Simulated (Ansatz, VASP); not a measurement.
**Au in VASP and in Ansatz**

```
CELL_PARAMETERS angstrom
3.92841 0.00000 0.00000
0.00000 3.92841 0.00000
0.00000 0.00000 3.92841
ATOMIC_POSITIONS crystal
Au 0.50000 0.00000 0.00000
Au 0.00000 0.50000 0.00000
Au 0.00000 0.00000 0.50000
```

Alike in both runs: task relaxation of cell and atoms; functional PBE; k mesh 4 × 4 × 4; occupations gaussian, width 0.1 eV; no spin polarisation.

```csv
,VASP,Ansatz
version,VASP 6.6.1,Ansatz 0.2.0
potentials or method,"VASP PAW PBE potentials, release 64 (Au), cutoff 600 eV","scalar-relativistic, plane waves, PAW"
valence electrons in the cell,33,57
```

|  | VASP | Ansatz | Ansatz less VASP |
| --- | --- | --- | --- |
| gap on the k mesh at the Fermi level, each at its own relaxed structure (eV) | none | none | - |
| relaxed volume (Å³/atom) | 20.94 | 20.97 | +0.027 |
| relaxed cell length with the largest relative difference (Å) | 3.975 | 3.977 | +0.0017 |

A gap of «none» marks a metal or a gap that the smearing closes. VASP's potentials hold 33 valence electrons a cell and Ansatz's 57, so a difference there can come from the potentials and not from the codes.

The k mesh is coarse, so the values compare programs but aren't converged. Spin-orbit coupling is off throughout.
